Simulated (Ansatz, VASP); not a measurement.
# AgCl in VASP and in Ansatz

```
CELL_PARAMETERS angstrom
0.00000 2.58154 2.69378
2.58154 0.00000 2.69378
2.58154 2.58154 0.00000
ATOMIC_POSITIONS crystal
Ag 0.50000 0.50000 0.50000
Cl 0.00000 0.00000 0.00000
```

Change from the starting cell: strain -0.080 along x and y, -0.040 along z, atoms carried along.

Alike in both runs: task single point; functional PBE; k mesh 8 × 8 × 8; occupations gaussian, width 0.05 eV; no spin polarisation.

```csv
,VASP,Ansatz
version,VASP 6.6.1,Ansatz 0.2.0
potentials or method,"VASP PAW PBE potentials, release 64 (Ag, Cl), cutoff 520 eV","scalar-relativistic, plane waves, PAW"
valence electrons in the cell,18,26
```

Ansatz gave:

* gap on the k mesh at the Fermi level (eV): 0.79
* least direct gap on the mesh (eV): 3.51
* pressure (GPa): 15.3
* traceless stress, the component that is largest in VASP (GPa): -2.86

**Question.** Estimate VASP's values.

**Answer.** gap on the k mesh at the Fermi level (eV): 0.78; least direct gap on the mesh (eV): 3.52; pressure (GPa): 15.1; traceless stress, the component that is largest in VASP (GPa): -2.84.

VASP's potentials hold 18 valence electrons a cell and Ansatz's 26, so a difference there can come from the potentials and not from the codes.
